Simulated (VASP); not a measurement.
Input of a VASP 6.6.1 run:

File INCAR:

```
PREC = Accurate ; ENCUT = 520
EDIFF = 1E-6 ; ISMEAR = -1
SIGMA = 0.05 ; LREAL = F
LASPH = T ; NELM = 80
ALGO = Fast ; ISIF = 2
LWAVE = F ; LCHARG = F
GGA = PE ; NBANDS = 28
```

Contents of KPOINTS:

```
Automatic mesh
0
Gamma
  5 5 5
```

The input POSCAR:

```
RbMg6Sn
1.0
    5.2243710000      0.0000000000      0.0000000000
    0.0000000000      3.5267185000      6.0981730000
    0.0000000000     -3.5267185000      6.0981730000
Sn Rb Mg
1 1 6
Direct
    0.0111510000      0.8557070000      0.8506450000
    0.4957100000      0.6779430000      0.6598760000
    0.5025960000      0.1708080000      0.1552760000
    0.5012080000      0.6801310000      0.1630350000
    0.5001110000      0.1707870000      0.6705030000
   -0.0055340000      0.3284900000      0.3370910000
    0.0058670000      0.8532080000      0.2940710000
    0.0083500000      0.2925730000      0.8534450000
```

Potentials or basis: VASP PAW PBE potentials, release 64 (Sn_d, Rb_sv, Mg).

The run is started by

```console
$ cat potpaw_PBE.64/Sn_d/POTCAR potpaw_PBE.64/Rb_sv/POTCAR potpaw_PBE.64/Mg/POTCAR > POTCAR
$ mpirun -np 1 vasp_std > vasp.out
```

(1) Estimate the largest force.

(2) Estimate the pressure.

(3) Predict the band gap on the k mesh.

## Answers

(1) 0.276 eV/Å.

(2) -0.2 GPa.

(3) zero (an odd number of electrons rules out a gap without spin polarisation).

Caveat: the cell differs from its parent crystal (atoms moved at random); spin-orbit coupling is left out, which moves the levels of the heavy elements.
